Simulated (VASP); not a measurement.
# ZnS (F-43m) in VASP: notebook, part 2 of 2

VASP 6.6.1. Earlier steps stand in the parts before.

### Step 3. Single point, PBE, collinear spin, zero start

This run uses another cell than the first one, of 17.75 Å³/atom, 0.908 times its volume.

The input, INCAR:

```
PREC = Accurate
ENCUT = 500
EDIFF = 1E-6
ISMEAR = -1
SIGMA = 0.1
LREAL = F
LASPH = T
NELM = 200
ALGO = Normal
ISIF = 2
LWAVE = F
LCHARG = F
ISPIN = 2
MAGMOM = 0 0
LORBIT = 11
GGA = PE
ISYM = 0
NBANDS = 20
GGA_COMPAT = F
```

The input, KPOINTS:

```
Automatic mesh
0
Gamma
  2 2 2
  0.25 0.25 0.25
```

The input, POSCAR:

```
ZnS
1.0
    0.0000000000      2.6084053471      2.6084053471
    2.6084053471      0.0000000000      2.6084053471
    2.6084053471      2.6084053471      0.0000000000
Zn S
1 1
Direct
    0.0000000000      0.0000000000      0.0000000000
    0.2500000000      0.2500000000      0.2500000000
```

Potentials or basis: VASP PAW PBE potentials, release 64 (Zn, S).

On the command line:

```console
> cat potpaw_PBE.64/Zn/POTCAR potpaw_PBE.64/S/POTCAR > POTCAR
> mpirun -np 1 vasp_std > vasp.out
```

OUTCAR:

```text
PREC = Accurate
   ENCUT = 500
   EDIFF = 1E-6
   ISMEAR = -1
   LREAL = F
   LASPH = T
   NELM = 200
   ISIF = 2
   ISPIN = 2
   LORBIT = 11
   GGA = PE
   ISYM = 0

 ion  position               nearest neighbor table
   1  0.000  0.000  0.000-   2 2.26   2 2.26   2 2.26   2 2.26
   2  0.250  0.250  0.250-   1 2.26   1 2.26   1 2.26   1 2.26

IMPORTANT INFORMATION: All symmetrisations will be switched off!
NOSYMM: (Re-)initialisation of all symmetry stuff for point group C_1.

----------------------------------------------------------------------------------------

                                     Primitive cell

  volume of cell :      35.4940

  direct lattice vectors                    reciprocal lattice vectors
     0.000000000  2.608405347  2.608405347    -0.191687998  0.191687998  0.191687998
     2.608405347  0.000000000  2.608405347     0.191687998 -0.191687998  0.191687998
     2.608405347  2.608405347  0.000000000     0.191687998  0.191687998 -0.191687998

  length of vectors
     3.688842218  3.688842218  3.688842218     0.332013352  0.332013352  0.332013352

  position of ions in fractional coordinates (direct lattice)
     0.000000000  0.000000000  0.000000000
     0.250000000  0.250000000  0.250000000

  ion indices of the primitive-cell ions
   primitive index   ion index
                 1           1
                 2           2

----------------------------------------------------------------------------------------

 KPOINTS: Automatic mesh

Automatic generation of k-mesh.
 Grid dimensions read from file:
 generate k-points for:    2    2    2

 Generating k-lattice:

  Cartesian coordinates                     Fractional coordinates (reciprocal lattice)
    -0.095843999  0.095843999  0.095843999     0.500000000  0.000000000  0.000000000
     0.095843999 -0.095843999  0.095843999     0.000000000  0.500000000  0.000000000
     0.095843999  0.095843999 -0.095843999     0.000000000  0.000000000  0.500000000

  Length of vectors
     0.166006676  0.166006676  0.166006676

  Shift w.r.t. Gamma in fractional coordinates (k-lattice)
     0.250000000  0.250000000  0.250000000

 Subroutine IBZKPT returns following result:
 ===========================================

 Found     32 irreducible k-points:

 Following reciprocal coordinates:
            Coordinates               Weight
  0.125000  0.125000  0.125000      2.000000
  0.125000  0.000000  0.000000      2.000000
  0.000000  0.000000 -0.125000      2.000000
  0.000000  0.125000  0.000000      2.000000
 -0.375000  0.125000  0.125000      2.000000
  0.125000 -0.375000  0.125000      2.000000
[... 16 lines left out ...]
  0.500000  0.500000 -0.125000      2.000000
  0.000000  0.500000  0.375000      2.000000
 [... further k-points ...]
   k-points           NKPTS =     32   k-points in BZ     NKDIM =     32   number of bands    NBANDS=     20
   number of dos      NEDOS =    301   number of ions     NIONS =      2
   total plane-waves  NPLWV =  21952
   dimension x,y,z NGX =    28 NGY =   28 NGZ =   28
   dimension x,y,z NGXF=    56 NGYF=   56 NGZF=   56
   ions per type =               1   1
   NGX,Y,Z   is equivalent  to a cutoff of  12.62, 12.62, 12.62 a.u.
   NGXF,Y,Z  is equivalent  to a cutoff of  25.24, 25.24, 25.24 a.u.
 SYSTEM =  unknown system
   PREC   = accura    normal or accurate (medium, high low for compatibility)
   ISTART =      0    job   : 0-new  1-cont  2-samecut
   ICHARG =      2    charge: 1-file 2-atom 10-const
   ISPIN  =      2    spin polarized calculation?
   LNONCOLLINEAR =      F non collinear calculations
   LSORBIT =      F    spin-orbit coupling
   LASPH  =      T    aspherical Exc in radial PAW
   ENCUT  =  500.0 eV  36.75 Ry    6.06 a.u.   6.73  6.73  6.73*2*pi/ulx,y,z
   NELM   =    200;   NELMIN=  2; NELMDL= -5     # of ELM steps
   EDIFF  = 0.1E-05   stopping-criterion for ELM
   LREAL  =      F    real-space projection
   EDIFFG = 0.1E-04   stopping-criterion for IOM
   NSW    =      0    number of steps for IOM
   IBRION =     -1    ionic relax: 0-MD 1-quasi-New 2-CG
   NFREE  =      0    steps in history (QN), initial steepest desc. (CG)
   ISIF   =      2    stress and relaxation
   ISYM   =      0    0-nonsym 1-usesym 2-fastsym
   POTIM  = 0.5000    time-step for ionic-motion
   TEBEG  =    0.0;   TEEND  =   0.0 temperature during run
   PSTRESS=    0.0 pullay stress
   NELECT =      18.0000    total number of electrons
   NUPDOWN=      -1.0000    fix difference up-down
   EMIN   =  10.00;   EMAX   =-10.00  energy-range for DOS
   EFERMI =   0.00;   METHOD = LEGACY
   ISMEAR =    -1;   SIGMA  =   0.10  broadening in eV -4-tet -1-fermi 0-gaus
   EFERMI_NEDOS =   21; number of points for ismear=-14 and -15
   IALGO  =     38    algorithm
   IMIX   =      4    mixing-type and parameters
     AMIX     =   0.40;   BMIX     =  1.00
     AMIX_MAG =   1.60;   BMIX_MAG =  1.00
  volume/ion in A,a.u.               =      17.75       119.76
  Fermi-wavevector in a.u.,A,eV,Ry     =   1.305511  2.467058 23.189217  1.704359
  Thomas-Fermi vector in A             =   2.436375
   LORBIT       =     11    0 simple, 1 ext, 2 COOP (PROOUT), +10 PAW based schemes
   GGA     = PE    functional components
   LHFCALC =     F    Hartree Fock is set to
   AEXX    =    0.0000 exact exchange contribution
   IVDW    =     0    specifies the selected vdW correction
   LEPSILON=     F    determine dielectric tensor
   LRPA    =     F    only Hartree local field effects (RPA)
 spin polarized calculation
  energy-cutoff  :      500.00
  volume of cell :       35.49
 maximum number of plane-waves:       914
   NGX = 13   NGY = 13   NGZ = 13

 number of electron      17.9999986 magnetization       0.0000000

 number of electron      17.9999986 magnetization      -0.0000000

 Free energy of the ion-electron system (eV)
  ---------------------------------------------------
  ext. energy  EPLUGINS =         0.00000000
  ---------------------------------------------------
  free energy    TOTEN  =        -6.04063050 eV

  energy without entropy =       -6.04063047  energy(sigma->0) =       -6.04063049

 E-fermi :   4.8858     XC(G=0): -10.0811

 val. band max:        3.1145685530   @ k =   0.0000   0.0000  -0.1250
 cond. band min:       6.6446639095   @ k =   0.1250   0.0000   0.0000
 fundamental gap:      3.5300953565
 Fermi energy:         4.8858380035

 spin component 1

 k-point     1 :       0.1250    0.1250    0.1250
  band No.  band energies     occupation
      1     -10.4919      1.00000
      2      -3.6848      1.00000
      3      -3.6524      1.00000
      4      -3.6524      1.00000
      5      -3.0741      1.00000
      6      -3.0741      1.00000
[... 12 lines left out ...]
     19      19.5050      0.00000
     20      23.1926      0.00000
[... 507 lines left out ...]
 k-point    24 :       0.0000    0.5000    0.3750
  band No.  band energies     occupation
      1      -9.1543      1.00000
      2      -3.7381      1.00000
      3      -3.2978      1.00000
      4      -3.2782      1.00000
      5      -2.9902      1.00000
      6      -2.8397      1.00000
[... 12 lines left out ...]
     19      22.7164      0.00000
     20      24.5228      0.00000

 [... further k-points ...]

 spin component 2

 k-point     1 :       0.1250    0.1250    0.1250
  band No.  band energies     occupation
      1     -10.4919      1.00000
      2      -3.6848      1.00000
      3      -3.6524      1.00000
      4      -3.6524      1.00000
      5      -3.0741      1.00000
      6      -3.0741      1.00000
[... 12 lines left out ...]
     19      19.5050      0.00000
     20      23.1926      0.00000
[... 507 lines left out ...]
 k-point    24 :       0.0000    0.5000    0.3750
  band No.  band energies     occupation
      1      -9.1543      1.00000
      2      -3.7381      1.00000
      3      -3.2978      1.00000
      4      -3.2782      1.00000
      5      -2.9902      1.00000
      6      -2.8397      1.00000
[... 12 lines left out ...]
     19      22.7164      0.00000
     20      24.5228      0.00000

 [... further k-points ...]
[... 5 lines left out ...]
  --------------------------------------------------------------------------------------
  -------------------------------------------------------------------------------------
  Total        3.4664060      3.4664072      3.4664107      0.0000245      0.0000352      0.0000305
  in kB      156.4713276    156.4713812    156.4715396      0.0011064      0.0015880      0.0013781
  external PRESSURE =     156.4714161 kB  Pullay stress =       0.0000000 kB

 VOLUME and BASIS-vectors are now :
 -----------------------------------------------------------------------------
  energy-cutoff  :      500.00
  volume of cell :       35.49
      direct lattice vectors                 reciprocal lattice vectors
     0.000000000  2.608405347  2.608405347    -0.191687998  0.191687998  0.191687998
     2.608405347  0.000000000  2.608405347     0.191687998 -0.191687998  0.191687998
     2.608405347  2.608405347  0.000000000     0.191687998  0.191687998 -0.191687998

 POSITION                                       TOTAL-FORCE (eV/Angst)
 -----------------------------------------------------------------------------------
      0.00000      0.00000      0.00000         0.000000      0.000001      0.000005
      1.30420      1.30420      1.30420        -0.000000     -0.000001     -0.000005
 -----------------------------------------------------------------------------------
    total drift:                                0.000002      0.000001      0.000005

  FREE ENERGIE OF THE ION-ELECTRON SYSTEM (eV)
  ---------------------------------------------------
  free  energy   TOTEN  =        -6.0406305044 eV

  energy  without entropy=       -6.0406304658  energy(sigma->0) =       -6.04063049

 total charge

# of ion       s       p       d       tot
------------------------------------------
    1        0.531   0.579   9.818  10.929
    2        1.288   2.558   0.000   3.847
--------------------------------------------------
tot          1.820   3.138   9.818  14.775

 magnetization (x)

# of ion       s       p       d       tot
------------------------------------------
    1       -0.000  -0.000  -0.000  -0.000
    2        0.000   0.000   0.000   0.000
--------------------------------------------------
tot          0.000   0.000  -0.000   0.000
```

OSZICAR:

```text
N       E                     dE             d eps       ncg     rms          rms(c)
DAV:   1     0.108809888861E+03    0.10881E+03   -0.83123E+03  2580   0.109E+03
DAV:   2     0.225338601937E+01   -0.10656E+03   -0.96350E+02  2636   0.249E+02
DAV:   3    -0.648423238445E+01   -0.87376E+01   -0.86220E+01  3032   0.671E+01
DAV:   4    -0.659796780727E+01   -0.11374E+00   -0.11363E+00  2904   0.741E+00
DAV:   5    -0.659863484342E+01   -0.66704E-03   -0.66702E-03  2944   0.605E-01    0.835E+00
DAV:   6    -0.607856637622E+01    0.52007E+00   -0.60091E-01  3504   0.266E+01    0.658E+00
DAV:   7    -0.603988834224E+01    0.38678E-01   -0.25569E-01  2892   0.457E+00    0.354E+00
DAV:   8    -0.604000652147E+01   -0.11818E-03   -0.96743E-03  3360   0.172E+00    0.108E+00
DAV:   9    -0.604040055980E+01   -0.39404E-03   -0.25127E-03  2888   0.412E-01    0.732E-02
DAV:  10    -0.604053767781E+01   -0.13712E-03   -0.21740E-04  2976   0.922E-02    0.809E-02
DAV:  11    -0.604062864741E+01   -0.90970E-04   -0.75568E-05  2736   0.504E-02    0.447E-02
DAV:  12    -0.604063022003E+01   -0.15726E-05   -0.23199E-06  2964   0.142E-02    0.860E-03
DAV:  13    -0.604063050437E+01   -0.28434E-06   -0.12253E-07  2104   0.245E-03
   1 F= -.60406305E+01 E0= -.60406305E+01  d E =-.385946E-07  mag=     0.0000
```

Wall time 64 s (1 thread of Intel Xeon Platinum 8259CL at 2.50GHz (Skylake/Cascade Lake), shared host); peak memory 0.18 GiB.

Results:

```yaml
Free_energy: -6.0406 eV
Pressure: 15.6 GPa
Band_gap_on_the_k_mesh: 3.53 eV, direct
Net_moment: 0.00 μB per cell
Valence_electrons_inside_the_program's_atomic_spheres: Zn 10.93; S 3.85
```

Levels at points of the mesh, in eV from the valence-band top:
Spin up:
```
           k point  band 6  band 7  band 8  band 9  band 10  band 11  band 12  band 13
(0.12, 0.12, 0.12)   -6.19   -1.03    0.00    0.00     3.53     6.40     6.68     6.68
```
Spin down:
| k point | band 7 | band 8 | band 9 | band 10 | band 11 | band 12 |
| --- | --- | --- | --- | --- | --- | --- |
| (0.12, 0.12, 0.12) | -1.03 | 0.00 | 0.00 | 3.53 | 6.40 | 6.68 |

Caveat: the k points lie up to 1.04 Å⁻¹ apart. As with any semilocal functional, this PBE gap is likely too small.

### Step 4. Single point, PBE

The input, INCAR:

```
SYSTEM = ZnS
ALGO = Normal ; EDIFF = 1E-6
ENCUT = 500 ; GGA = PE
GGA_COMPAT = .FALSE. ; ISIF = 2
ISMEAR = 0 ; ISYM = 0
LASPH = .TRUE. ; LCHARG = .FALSE.
LREAL = .FALSE. ; LWAVE = .FALSE.
NBANDS = 16 ; NELM = 120
PREC = Accurate ; SIGMA = 0.1
```

The input, KPOINTS:

```
k-points
0
G
  4 4 1
  0 0 0
```

The input, POSCAR:

```
ZnS
1.0
    0.0000000000      2.6936828773      2.6936828773
    2.6936828773      0.0000000000      2.6936828773
    2.6936828773      2.6936828773      0.0000000000
Zn S
1 1
Direct
    0.0000000000      0.0000000000      0.0000000000
    0.2500000000      0.2500000000      0.2500000000
```

On the command line:

```console
> cat potpaw_PBE.64/Zn/POTCAR potpaw_PBE.64/S/POTCAR > POTCAR
> mpirun -np 1 vasp_std > vasp.out
```

Wall time 10 s (1 thread of Intel Xeon Platinum 8259CL at 2.50GHz (Skylake/Cascade Lake), shared host); peak memory 0.15 GiB.

The run converged, but its numbers aren't listed here, since they failed a check.

Caveat: the k points lie up to 2.02 Å⁻¹ apart.

### Step 5. Single point, RPBE

The input, INCAR:

```
PREC = Accurate
ENCUT = 500
EDIFF = 1E-6
ISMEAR = 0
SIGMA = 0.1
LREAL = F
LASPH = T
NELM = 120
ALGO = Normal
ISIF = 2
LWAVE = F
LCHARG = T
GGA = RP
LELF = T
LVHAR = T
NBANDS = 16
ISYM = 0
GGA_COMPAT = F
```

The input, KPOINTS:

```
Automatic mesh
0
Gamma
  1 3 6
  0.25 0.25 0.25
```

The input, POSCAR:

```
ZnS
1.0
    0.0000000000      2.6936828773      2.6936828773
    2.6936828773      0.0000000000      2.6936828773
    2.6936828773      2.6936828773      0.0000000000
Zn S
1 1
Direct
    0.9290000000      0.6420000000      0.2220000000
    1.1790000000      0.8920000000      0.4720000000
```

On the command line:

```console
> cat potpaw_PBE.64/Zn/POTCAR potpaw_PBE.64/S/POTCAR > POTCAR
> mpirun -np 1 vasp_std > vasp.out
```

Run time: 19 s. Hardware: 1 thread of Intel Xeon Platinum 8259CL at 2.50GHz (Skylake/Cascade Lake), shared host; peak memory 0.15 GiB.

The run converged, but its numbers aren't listed here, since they failed a check.

Caveat: the k points lie up to 2.02 Å⁻¹ apart; the PAW data sets were made with another functional, which shifts forces and pressure a little.

### Step 6. Single point, PBE

This run uses another cell than the first one, of 13.80 Å³/atom, 0.706 times its volume.

INCAR: that of step 5 with these lines changed.

```diff
@@ -11,8 +11,5 @@
 LWAVE = F
-LCHARG = T
-GGA = RP
-LELF = T
-LVHAR = T
+LCHARG = F
+GGA = PE
 NBANDS = 16
-ISYM = 0
 GGA_COMPAT = F
```

The input, KPOINTS:

```
Automatic mesh
0
Gamma
  6 6 6
```

The input, POSCAR:

```
ZnS
1.0
    0.0000000000      2.3985458937      2.3985458937
    2.3985458937      0.0000000000      2.3985458937
    2.3985458937      2.3985458937      0.0000000000
Zn S
1 1
Direct
    0.0000000000      0.0000000000      0.0000000000
    0.2500000000      0.2500000000      0.2500000000
```

Potentials or basis: VASP PAW PBE potentials, release 64 (Zn, S).

On the command line:

```console
> cat potpaw_PBE.64/Zn/POTCAR potpaw_PBE.64/S/POTCAR > POTCAR
> mpirun -np 1 vasp_std > vasp.out
```

It took 18 s on 1 thread of Intel Xeon Platinum 8259CL at 2.50GHz (Skylake/Cascade Lake), shared host; peak memory 0.15 GiB.

It converged, with:

* Free energy: -5.1011 eV
* Pressure: 61.5 GPa
* Band gap on the k mesh: 2.36 eV, indirect (least direct gap 3.81 eV)

Levels at points of the mesh, in eV from the valence-band top:
| k point | band 6 | band 7 | band 8 | band 9 | band 10 | band 11 | band 12 | band 13 |
| --- | --- | --- | --- | --- | --- | --- | --- | --- |
| (0.00, 0.00, 0.00) | -7.56 | 0.00 | 0.00 | 0.00 | 3.81 | 5.81 | 5.81 | 5.81 |
| (0.50, 0.00, 0.00) | -7.49 | -7.11 | -1.53 | -1.53 | 3.85 | 6.40 | 6.40 | 9.80 |
| (0.50, 0.50, 0.00) | -7.22 | -6.24 | -3.85 | -3.85 | 2.36 | 3.51 | 14.02 | 14.12 |

A k mesh can miss the band edges. A hybrid or GW would open this gap; PBE tends to underestimate it.

### Step 7. Overview

| level | spin | cell | k mesh | smearing | gap on the mesh (eV) | pressure (GPa) |
| --- | --- | --- | --- | --- | --- | --- |
| RPBE | off | a = 3.809 Å, angles 60.0°, 2 atoms | 4 × 4 × 4 | methfessel-paxton 0.1 eV | 2.32 | 5.4 |
| PBE | collinear, zero start | a = 3.689 Å, angles 60.0°, 2 atoms | 2 × 2 × 2, shifted | fermi-dirac 0.1 eV | 3.53 | 15.6 |
| PBE | off | a = 3.392 Å, angles 60.0°, 2 atoms | 6 × 6 × 6 | gaussian 0.1 eV | 2.36 | 61.5 |

Alike in all rows: task single point; potentials or basis VASP PAW PBE potentials, release 64 (Zn, S); cutoff (eV) 500.

Caveats: some runs use coarse meshes; the PAW data sets were made with another functional, which shifts forces and pressure a little (some runs).

Absolute energies hang on the potentials; compare differences alone.
